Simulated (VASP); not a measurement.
# Y (I4/mmm) in VASP: a series of runs, part 2 of 2

VASP 6.6.1. The steps go on from the part before.

## Step 3: Single point, PBEsol (strain +0.025 along x and y, -0.025 along z)

INCAR

```
  PREC = Accurate
  ENCUT = 520
  EDIFF = 1E-6
  ISMEAR = 0
  SIGMA = 0.15
  LREAL = F
  LASPH = T
  NELM = 80
  ALGO = Fast
  ISIF = 2
  LWAVE = F
  LCHARG = T
  GGA = PS
  LELF = T
  LVHAR = T
  NBANDS = 12
```

KPOINTS

```
Automatic mesh
0
Gamma
  16 16 16
```

POSCAR

```
Y
1.0
    0.0000000000      2.5471250000      2.4228750000
    2.5471250000      0.0000000000      2.4228750000
    2.5471250000      2.5471250000      0.0000000000
Y
1
Direct
    0.0000000000      0.0000000000      0.0000000000
```

Potentials or basis: VASP PAW PBE potentials, release 64 (Y_sv).

Started as:

```sh
> cat potpaw_PBE.64/Y_sv/POTCAR > POTCAR
> mpirun -np 1 vasp_std > vasp.out
```

OUTCAR:

```text
PREC = Accurate
   ENCUT = 520
   EDIFF = 1E-6
   ISMEAR = 0
   LREAL = F
   LASPH = T
   NELM = 80
   ISIF = 2
   GGA = PS

 ion  position               nearest neighbor table
   1  0.000  0.000  0.000-

  LATTYP: Found a body centered tetragonal cell.
 ALAT       =     3.6021787201
 C/A-ratio  =     1.3452275349

  Lattice vectors:

 A1 = (   0.0000000000,  -2.5471250000,  -2.4228750000)
 A2 = (   0.0000000000,   2.5471250000,  -2.4228750000)
 A3 = (   2.5471250000,   0.0000000000,   2.4228750000)

[... 539 lines left out ...]
     12      14.6465      0.00000

 [... further k-points ...]

------------------------ aborting loop because EDIFF is reached ----------------------------------------

  FORCE on cell =-STRESS in cart. coord.  units (eV):
  Direction    XX          YY          ZZ          XY          YZ          ZX
  --------------------------------------------------------------------------------------
  -------------------------------------------------------------------------------------
  Total       -0.2667608     -0.2667608     -0.0010489      0.0000000      0.0000000      0.0000000
  in kB      -13.5947454    -13.5947454     -0.0534560      0.0000000      0.0000000      0.0000000
  external PRESSURE =      -9.0809823 kB  Pullay stress =       0.0000000 kB

 VOLUME and BASIS-vectors are now :
 -----------------------------------------------------------------------------
  energy-cutoff  :      520.00
  volume of cell :       31.44
      direct lattice vectors                 reciprocal lattice vectors
     0.000000000  2.547125000  2.422875000    -0.196299750  0.196299750  0.206366404
     2.547125000  0.000000000  2.422875000     0.196299750 -0.196299750  0.206366404
     2.547125000  2.547125000  0.000000000     0.196299750  0.196299750 -0.206366404

 POSITION                                       TOTAL-FORCE (eV/Angst)
 -----------------------------------------------------------------------------------
      0.00000      0.00000      0.00000        -0.000000      0.000000      0.000000
 -----------------------------------------------------------------------------------
    total drift:                               -0.000000     -0.000000     -0.000000

  FREE ENERGIE OF THE ION-ELECTRON SYSTEM (eV)
  ---------------------------------------------------
  free  energy   TOTEN  =        -6.8037247801 eV

  energy  without entropy=       -6.7870899468  energy(sigma->0) =       -6.79540736
```

OSZICAR:

```text
N       E                     dE             d eps       ncg     rms          rms(c)
DAV:   1     0.241701983773E+02    0.24170E+02   -0.55181E+03  8424   0.829E+02
DAV:   2    -0.567156126435E+01   -0.29842E+02   -0.28989E+02 10024   0.165E+02
DAV:   3    -0.697741385818E+01   -0.13059E+01   -0.12841E+01 11916   0.221E+01
DAV:   4    -0.701350041143E+01   -0.36087E-01   -0.36060E-01  9328   0.341E+00
DAV:   5    -0.701419246993E+01   -0.69206E-03   -0.69203E-03 11008   0.381E-01    0.228E+01
RMM:   6    -0.683720420777E+01    0.17699E+00   -0.16001E-01  9357   0.245E+00    0.138E+01
RMM:   7    -0.680727252041E+01    0.29932E-01   -0.34571E-01 11163   0.360E+00    0.140E+00
RMM:   8    -0.680393672590E+01    0.33358E-02   -0.45323E-02  9896   0.151E+00    0.796E-01
RMM:   9    -0.680373460112E+01    0.20212E-03   -0.94728E-03 11863   0.591E-01    0.228E-01
RMM:  10    -0.680625943646E+01   -0.25248E-02   -0.64667E-03 12170   0.490E-01    0.120E+00
RMM:  11    -0.680367913269E+01    0.25803E-02   -0.46720E-03 10153   0.632E-01    0.973E-02
RMM:  12    -0.680371119068E+01   -0.32058E-04   -0.53561E-04 11472   0.213E-01    0.755E-02
RMM:  13    -0.680371992762E+01   -0.87369E-05   -0.11886E-04 12108   0.682E-02    0.236E-02
RMM:  14    -0.680372425126E+01   -0.43236E-05   -0.27798E-05 12046   0.345E-02    0.338E-03
RMM:  15    -0.680372478009E+01   -0.52882E-06   -0.47575E-06  8844   0.115E-02
   1 F= -.68037248E+01 E0= -.67954074E+01  d E =-.166348E-01
```

stdout:

```text
POSCAR found type information on POSCAR Y
 POSCAR found :  1 types and       1 ions
 scaLAPACK will be used
 -----------------------------------------------------------------------------
|                                                                             |
|                                                                             |
|     You enforced a specific xc type in the INCAR file but a different       |
|     I HOPE YOU KNOW WHAT YOU ARE DOING!                                     |
|                                                                             |
 -----------------------------------------------------------------------------

 LDA part: xc-table for (Slater+PW92), standard interpolation
 POSCAR, INCAR and KPOINTS ok, starting setup
 FFT: planning ... GRIDC
 FFT: planning ... GRID_SOFT
 FFT: planning ... GRID
 WAVECAR not read
 entering main loop
WARNING in EDDRMM: call to ZHEGV failed, returncode =   8  4     12
WARNING in EDDRMM: call to ZHEGV failed, returncode =   8  4     10
WARNING in EDDRMM: call to ZHEGV failed, returncode =   6  3      6
```

It took 2.5 min on 1 thread of Intel Xeon Platinum 8259CL at 2.50GHz (Skylake/Cascade Lake), shared host; peak memory 0.28 GiB.

What came out:

| Property | Result |
| --- | --- |
| Free energy | -6.8037 eV |
| Pressure | -0.9 GPa |

Stress tensor (GPa, compression positive):
```
-1.36  0.00  0.00
 0.00 -1.36  0.00
 0.00  0.00 -0.01
```

Caveat: the cell differs from its parent crystal (strain +0.025 along x and y, -0.025 along z); the PAW data sets were made with another functional, which shifts forces and pressure a little.

## Step 4: Single point, PBEsol (strain +0.050 along x and y, -0.050 along z)

INCAR

```
PREC     = Accurate       # precision mode
ENCUT    = 520            # plane-wave cutoff, eV
EDIFF    = 1E-6           # SCF threshold, eV
ISMEAR   = 0              # smearing method
SIGMA    = 0.15           # smearing width, eV
LREAL    = False          # projectors in reciprocal space
LASPH    = True           # aspherical terms in the spheres
NELM     = 80             # most SCF steps
ALGO     = Normal         # electronic algorithm
ISIF     = 2              # what is computed and relaxed
LWAVE    = False          # write WAVECAR
LCHARG   = False          # write CHGCAR
GGA      = PS             # functional
NBANDS   = 12             # bands
```

KPOINTS is that of step 3.

POSCAR

```
Y
1.0
    0.0000000000      2.6092500000      2.3607500000
    2.6092500000      0.0000000000      2.3607500000
    2.6092500000      2.6092500000      0.0000000000
Y
1
Direct
    0.0000000000      0.0000000000      0.0000000000
```

Potentials or basis: VASP PAW PBE potentials, release 64 (Y_sv).

Started as:

```sh
> cat potpaw_PBE.64/Y_sv/POTCAR > POTCAR
> mpirun -np 1 vasp_std > vasp.out
```

OUTCAR:

```text
PREC = Accurate
   ENCUT = 520
   EDIFF = 1E-6
   ISMEAR = 0
   LREAL = False
   LASPH = True
   NELM = 80
   ISIF = 2
   GGA = PS

 ion  position               nearest neighbor table
   1  0.000  0.000  0.000-

  LATTYP: Found a body centered tetragonal cell.
 ALAT       =     3.6900367376
 C/A-ratio  =     1.2795265564

  Lattice vectors:

 A1 = (   0.0000000000,  -2.6092500000,  -2.3607500000)
 A2 = (   0.0000000000,   2.6092500000,  -2.3607500000)
 A3 = (   2.6092500000,   0.0000000000,   2.3607500000)

Analysis of symmetry for initial positions (statically):
=====================================================================
 Subroutine PRICEL returns:
 Original cell was already a primitive cell.

 Routine SETGRP: Setting up the symmetry group for a
 body centered tetragonal supercell.

 Subroutine GETGRP returns: Found 16 space group operations
 (whereof 16 operations were pure point group operations)
 out of a pool of 16 trial point group operations.

The static configuration has the point symmetry D_4h.

Analysis of symmetry for dynamics (positions and initial velocities):
=====================================================================
 Subroutine PRICEL returns:
 Original cell was already a primitive cell.

 Routine SETGRP: Setting up the symmetry group for a
 body centered tetragonal supercell.

 Subroutine GETGRP returns: Found 16 space group operations
 (whereof 16 operations were pure point group operations)
 out of a pool of 16 trial point group operations.

The dynamic configuration has the point symmetry D_4h.

 Subroutine INISYM returns: Found 16 space group operations
 (whereof 16 operations are pure point group operations),
 and found     1 'primitive' translations

----------------------------------------------------------------------------------------

                                     Primitive cell

  volume of cell :      32.1448

  direct lattice vectors                    reciprocal lattice vectors
     0.000000000  2.609250000  2.360750000    -0.191625946  0.191625946  0.211797098
     2.609250000  0.000000000  2.360750000     0.191625946 -0.191625946  0.211797098
     2.609250000  2.609250000  0.000000000     0.191625946  0.191625946 -0.211797098

  length of vectors
     3.518710861  3.518710861  3.690036738     0.343946242  0.343946242  0.343946242

  position of ions in fractional coordinates (direct lattice)
     0.000000000  0.000000000  0.000000000

  ion indices of the primitive-cell ions
   primitive index   ion index
                 1           1

----------------------------------------------------------------------------------------

 KPOINTS: Automatic mesh

Automatic generation of k-mesh.
 Grid dimensions read from file:
 generate k-points for:   16   16   16

 Generating k-lattice:

  Cartesian coordinates                     Fractional coordinates (reciprocal lattice)
    -0.011976622  0.011976622  0.013237319     0.062500000  0.000000000  0.000000000
     0.011976622 -0.011976622  0.013237319     0.000000000  0.062500000  0.000000000
     0.011976622  0.011976622 -0.013237319     0.000000000  0.000000000  0.062500000

  Length of vectors
     0.021496640  0.021496640  0.021496640

  Shift w.r.t. Gamma in fractional coordinates (k-lattice)
     0.000000000  0.000000000  0.000000000

 Subroutine IBZKPT returns following result:
 ===========================================

 Found    349 irreducible k-points:

 Following reciprocal coordinates:
            Coordinates               Weight
  0.000000  0.000000  0.000000      1.000000
  0.062500  0.000000  0.000000      8.000000
  0.125000  0.000000  0.000000      8.000000
  0.187500 -0.000000  0.000000      8.000000
  0.250000  0.000000  0.000000      8.000000
  0.312500 -0.000000  0.000000      8.000000
[... 16 lines left out ...]
 -0.125000  0.062500  0.000000      8.000000
 -0.062500  0.062500  0.000000      4.000000
 [... further k-points ...]
   k-points           NKPTS =    349   k-points in BZ     NKDIM =    349   number of bands    NBANDS=     12
   number of dos      NEDOS =    301   number of ions     NIONS =      1
   total plane-waves  NPLWV =  21952
   dimension x,y,z NGX =    28 NGY =   28 NGZ =   28
   dimension x,y,z NGXF=    56 NGYF=   56 NGZF=   56
   ions per type =               1
   NGX,Y,Z   is equivalent  to a cutoff of  13.23, 13.23, 12.61 a.u.
   NGXF,Y,Z  is equivalent  to a cutoff of  26.46, 26.46, 25.23 a.u.
 SYSTEM =  unknown system
   PREC   = accura    normal or accurate (medium, high low for compatibility)
   ISTART =      0    job   : 0-new  1-cont  2-samecut
   ICHARG =      2    charge: 1-file 2-atom 10-const
   ISPIN  =      1    spin polarized calculation?
   LNONCOLLINEAR =      F non collinear calculations
   LSORBIT =      F    spin-orbit coupling
   LASPH  =      T    aspherical Exc in radial PAW
   ENCUT  =  520.0 eV  38.22 Ry    6.18 a.u.   6.54  6.54  6.86*2*pi/ulx,y,z
   NELM   =     80;   NELMIN=  2; NELMDL= -5     # of ELM steps
   EDIFF  = 0.1E-05   stopping-criterion for ELM
   LREAL  =      F    real-space projection
[... 7 lines left out ...]
   TEBEG  =    0.0;   TEEND  =   0.0 temperature during run
   PSTRESS=    0.0 pullay stress
   NELECT =      11.0000    total number of electrons
   NUPDOWN=      -1.0000    fix difference up-down
   EMIN   =  10.00;   EMAX   =-10.00  energy-range for DOS
   EFERMI =   0.00;   METHOD = LEGACY
   ISMEAR =     0;   SIGMA  =   0.15  broadening in eV -4-tet -1-fermi 0-gaus
   EFERMI_NEDOS =   21; number of points for ismear=-14 and -15
   IALGO  =     38    algorithm
   IMIX   =      4    mixing-type and parameters
     AMIX     =   0.40;   BMIX     =  1.00
     AMIX_MAG =   1.60;   BMIX_MAG =  1.00
  volume/ion in A,a.u.               =      32.14       216.92
  Fermi-wavevector in a.u.,A,eV,Ry     =   1.145079  2.163885 17.840024  1.311205
  Thomas-Fermi vector in A             =   2.281768
   LORBIT       =      0    0 simple, 1 ext, 2 COOP (PROOUT), +10 PAW based schemes
   GGA     = PS    functional components
   LHFCALC =     F    Hartree Fock is set to
   AEXX    =    0.0000 exact exchange contribution
   IVDW    =     0    specifies the selected vdW correction
   LEPSILON=     F    determine dielectric tensor
   LRPA    =     F    only Hartree local field effects (RPA)
 non-spin polarized calculation
 Gauss-broadening in eV      SIGMA  =   0.15
  energy-cutoff  :      520.00
  volume of cell :       32.14
 maximum number of plane-waves:       881
 NGX is ok and might be reduce to    28
   NGX = 13   NGY = 13   NGZ = 13

 number of electron      11.0000000 magnetization

 Free energy of the ion-electron system (eV)
  ---------------------------------------------------
  ext. energy  EPLUGINS =         0.00000000
  ---------------------------------------------------
  free energy    TOTEN  =        -6.78539915 eV

  energy without entropy =       -6.76726171  energy(sigma->0) =       -6.77633043

 E-fermi :   3.0529     XC(G=0):  -9.6159

 val. band max:        3.0502999394   @ k =  -0.2500   0.5000   0.2500
 cond. band min:       3.0559890745   @ k =  -0.1875   0.1250   0.3125
 fundamental gap:      0.0056891351
 Fermi energy:         3.0528956996

 k-point     1 :       0.0000    0.0000    0.0000
  band No.  band energies     occupation
      1     -39.5285      2.00000
      2     -19.2339      2.00000
      3     -19.2339      2.00000
      4     -19.2304      2.00000
      5      -1.7466      2.00000
      6       4.6276      0.00000
      7       4.6276      0.00000
      8       5.3854      0.00000
      9       6.2630      0.00000
     10       7.2999      0.00000
     11      12.1757      0.00000
     12      14.7233      0.00000

 k-point     2 :       0.0625    0.0000    0.0000
  band No.  band energies     occupation
      1     -39.5259      2.00000
      2     -19.2568      2.00000
      3     -19.2384      2.00000
      4     -19.2331      2.00000
      5      -1.6466      2.00000
      6       4.5814      0.00000
      7       4.6699      0.00000
      8       5.3619      0.00000
      9       6.2314      0.00000
     10       7.2308      0.00000
     11      12.4057      0.00000
     12      14.6046      0.00000
[... 316 lines left out ...]
 k-point    24 :      -0.0625    0.0625    0.0000
  band No.  band energies     occupation
      1     -39.5222      2.00000
      2     -19.2812      2.00000
      3     -19.2486      2.00000
      4     -19.2416      2.00000
      5      -1.5006      2.00000
      6       4.4314      0.00000
      7       4.7461      0.00000
      8       5.4655      0.00000
      9       6.0757      0.00000
     10       7.1784      0.00000
     11      12.7139      0.00000
     12      14.3809      0.00000

 [... further k-points ...]

------------------------ aborting loop because EDIFF is reached ----------------------------------------

  FORCE on cell =-STRESS in cart. coord.  units (eV):
  Direction    XX          YY          ZZ          XY          YZ          ZX
  --------------------------------------------------------------------------------------
  -------------------------------------------------------------------------------------
  Total       -0.5023039     -0.5023039     -0.0262277      0.0000000     -0.0000000     -0.0000000
  in kB      -25.0360483    -25.0360483     -1.3072515      0.0000000     -0.0000000     -0.0000000
  external PRESSURE =     -17.1264494 kB  Pullay stress =       0.0000000 kB

 VOLUME and BASIS-vectors are now :
 -----------------------------------------------------------------------------
  energy-cutoff  :      520.00
  volume of cell :       32.14
      direct lattice vectors                 reciprocal lattice vectors
     0.000000000  2.609250000  2.360750000    -0.191625946  0.191625946  0.211797098
     2.609250000  0.000000000  2.360750000     0.191625946 -0.191625946  0.211797098
     2.609250000  2.609250000  0.000000000     0.191625946  0.191625946 -0.211797098

 POSITION                                       TOTAL-FORCE (eV/Angst)
 -----------------------------------------------------------------------------------
      0.00000      0.00000      0.00000         0.000000     -0.000000      0.000000
 -----------------------------------------------------------------------------------
    total drift:                               -0.000000     -0.000000     -0.000000

  FREE ENERGIE OF THE ION-ELECTRON SYSTEM (eV)
  ---------------------------------------------------
  free  energy   TOTEN  =        -6.7853991506 eV

  energy  without entropy=       -6.7672617084  energy(sigma->0) =       -6.77633043
```

Run time: 1.8 min. Hardware: 1 thread of Intel Xeon Platinum 8259CL at 2.50GHz (Skylake/Cascade Lake), shared host; peak memory 0.29 GiB.

Results:

```yaml
Free_energy: -6.7854 eV
Pressure: -1.7 GPa
```

Stress tensor (GPa, compression positive):
```
-2.50  0.00  0.00
 0.00 -2.50  0.00
 0.00  0.00 -0.13
```

Caveat: the cell differs from its parent crystal (strain +0.050 along x and y, -0.050 along z); the PAW data sets were made with another functional, which shifts forces and pressure a little.

## Step 5: Single point, PBEsol (strain +0.050 along x and y, -0.025 along z)

INCAR

```
PREC = Accurate
ENCUT = 520
EDIFF = 1E-6
ISMEAR = 0
SIGMA = 0.15
LREAL = F
LASPH = T
NELM = 80
ALGO = Fast
ISIF = 2
LWAVE = F
LCHARG = T
GGA = PS
LELF = T
LVHAR = T
NBANDS = 12
```

KPOINTS is that of step 4.

POSCAR

```
Y
1.0
    0.0000000000      2.6092500000      2.4228750000
    2.6092500000      0.0000000000      2.4228750000
    2.6092500000      2.6092500000      0.0000000000
Y
1
Direct
    0.0000000000      0.0000000000      0.0000000000
```

Started as:

```sh
> cat potpaw_PBE.64/Y_sv/POTCAR > POTCAR
> mpirun -np 1 vasp_std > vasp.out
```

It took 2.6 min on 1 thread of Intel Xeon Platinum 8259CL at 2.50GHz (Skylake/Cascade Lake), shared host; peak memory 0.29 GiB.

It converged, with:

| Property | Result |
| --- | --- |
| Free energy | -6.7813 eV |
| Pressure | -2.6 GPa |

Stress tensor (GPa, compression positive):
```
-3.22  0.00  0.00
 0.00 -3.22  0.00
 0.00  0.00 -1.42
```

Levels at points of the mesh, in eV from the Fermi level:
```tsv
k point	band 2	band 3	band 4	band 5	band 6	band 7	band 8	band 9
(0.00, 0.00, 0.00)	-22.36	-22.36	-22.36	-4.76	1.59	1.59	2.15	3.30
(0.50, 0.00, 0.00)	-22.91	-22.46	-22.41	-1.98	0.59	1.25	1.96	4.95
(0.50, 0.50, 0.00)	-22.87	-22.60	-22.60	-1.66	-0.97	2.65	5.15	5.57
(0.50, 0.00, 0.50)	-22.88	-22.57	-22.50	-1.77	-0.77	1.73	5.09	5.27
```

Caveat: the cell differs from its parent crystal (strain +0.050 along x and y, -0.025 along z); the PAW data sets were made with another functional, which shifts forces and pressure a little.

## Step 6: The runs side by side

| cell | gap on the mesh (eV) | pressure (GPa) |
| --- | --- | --- |
| a = 3.473, b = 3.473, c = 3.602 Å, angles 58.8, 58.8, 62.5°, 1 atom | none | 0.1 |
| a = 3.515, b = 3.515, c = 3.602 Å, angles 59.2, 59.2, 61.6°, 1 atom | none | -0.9 |
| a = 3.519, b = 3.519, c = 3.690 Å, angles 58.4, 58.4, 63.2°, 1 atom | none | -1.7 |
| a = 3.561, b = 3.561, c = 3.690 Å, angles 58.8, 58.8, 62.4°, 1 atom | none | -2.6 |

Alike in all rows: task single point; level PBEsol; potentials or basis VASP PAW PBE potentials, release 64 (Y_sv); no spin polarisation; k mesh 16 × 16 × 16; cutoff (eV) 520; smearing gaussian 0.15 eV.

Caveats: the PAW data sets were made with another functional, which shifts forces and pressure a little.

Total energies depend on the potentials used, so only differences within one code and one set of settings carry meaning.
